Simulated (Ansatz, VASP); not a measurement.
# PbSe: VASP beside Ansatz

Contents of INCAR:

```
ALGO = Normal
EDIFF = 1E-7
ENCUT = 520
GGA = PE
ISIF = 2
ISMEAR = -1
LASPH = True
LCHARG = False
LREAL = False
LWAVE = False
NBANDS = 17
NELM = 60
PREC = Accurate
SIGMA = 0.02
```

Contents of KPOINTS:

```
k-points
0
Gamma
  8 8 8
```

The input POSCAR:

```
PbSe
1.0
    0.0000000000      3.0887022195      3.1813632861
    3.0887022195      0.0000000000      3.1813632861
    3.0887022195      3.0887022195      0.0000000000
Pb Se
1 1
Direct
    0.0000000000      0.0000000000      0.0000000000
    0.5000000000      0.5000000000      0.5000000000
```

Input for Ansatz:

```yaml
crystal:
  lattice:
    - [0.0, 3.0887022195, 3.1813632861]
    - [3.0887022195, 0.0, 3.1813632861]
    - [3.0887022195, 3.0887022195, 0.0]
  atoms:
    - { symbol: Pb, position: [0.0, 0.0, 0.0] }
    - { symbol: Se, position: [0.5, 0.5, 0.5] }
kpoints:
  mp_grid: { grid: [8, 8, 8] }
  band_path:
    path:
      - [0.0, 0.0, 0.0]
      - [0.5, 0.0, 0.5]
      - [0.625, 0.25, 0.625]
      - [0.375, 0.375, 0.75]
      - [0.5, 0.5, 0.5]
      - [0.5, 0.25, 0.75]
      - [0.0, 0.0, 0.5]
    npoints: 1
hamiltonian:
  xc: pbe
scf:
  occupations: { method: fermi_dirac, width: 0.02 }
  n_extra_bands: 4
output:
  forces: true
  stress: true
  eigenvalues: true
```

Change from the starting cell: uniaxial_z strain +3.0%.

Alike in both runs: task single point; functional PBE; k mesh 8 × 8 × 8; occupations fermi-dirac, width 0.02 eV; no spin polarisation.

|  | VASP | Ansatz |
| --- | --- | --- |
| version | VASP 6.6.1 | Ansatz 0.2.0 |
| potentials or method | VASP PAW PBE potentials, release 64 (Pb_d, Se) | plane waves, PAW |
| plane-wave cutoff (eV) | 520 | 420 |
| valence electrons in the cell | 20 | 30 |

|  | VASP | Ansatz | Ansatz less VASP |
| --- | --- | --- | --- |
| pressure (GPa) | -0.4 | -0.4 | +0.02 |
| traceless stress, the component that is largest in VASP (GPa) | -1.83 | -1.82 | +0.005 |

With one functional, cell and mesh, what is left measures potentials, basis and numerics. VASP's potentials hold 20 valence electrons a cell and Ansatz's 30, so a difference there can come from the potentials and not from the codes.

Neither program's run includes spin-orbit coupling.
